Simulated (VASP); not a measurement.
Set up this calculation in VASP 6.6.1, as the native input.

```yaml
Task: relaxation of the atoms
Functional: PBEsol
Potentials_or_basis: VASP PAW PBE potentials, release 64 (Al)
Cutoff: 520 eV
k_mesh: 12 × 12 × 1
Occupations: gaussian, width 0.1 eV
Spin: no spin polarisation
Dipole_correction: yes
Further_INCAR_settings: ALGO = Normal; EDIFF = 1e-07; IBRION = 2; EDIFFG = -0.02; NSW = 80
```

The structure of Al lies in POSCAR:

```
Al
1.0
    2.8394492336      0.0000000000      0.0000000000
   -1.4197246168      2.4590351690      0.0000000000
    0.0000000000      0.0000000000     26.5920029547
Al
6
Direct
    0.6666666667      0.3333333333      0.2820396799
    0.3333333333      0.6666666667      0.3692238079
    0.0000000000      0.0000000000      0.4564079360
    0.6666666667      0.3333333333      0.5435920640
    0.3333333333      0.6666666667      0.6307761921
    0.0000000000      0.0000000000      0.7179603201
```

The input as run:

INCAR

```
  PREC = Accurate
  ENCUT = 520
  EDIFF = 1E-7
  ISMEAR = 0
  SIGMA = 0.1
  LREAL = False
  LASPH = True
  NELM = 60
  ALGO = Normal
  ISIF = 2
  LWAVE = False
  LCHARG = False
  LDIPOL = True
  IDIPOL = 3
  DIPOL = 0.5 0.5 0.500
  GGA = PS
  IBRION = 2
  NSW = 80
  EDIFFG = -0.02
```

KPOINTS

```
regular mesh
0
Gamma
  12 12 1
```

Potentials or basis: VASP PAW PBE potentials, release 64 (Al).

Run with:

```bash
$ cat potpaw_PBE.64/Al/POTCAR > POTCAR
$ mpirun -np 1 vasp_std > vasp.out
```

It gave:

The energy gained by relaxing is 0.4 meV/atom and the ionic steps are 5. The largest force after relaxing is 0.011 eV/Å and the band gap on the k mesh is zero (bands 9 and 10 overlap by 3.25 eV).

Caveat: the PAW data sets were made with another functional, which shifts forces and pressure a little.

Run time: 2.8 min on 1 thread of Intel(R) Xeon(R) Platinum 8488C (Sapphire Rapids), with other jobs on the host, peak memory 0.33 GiB.
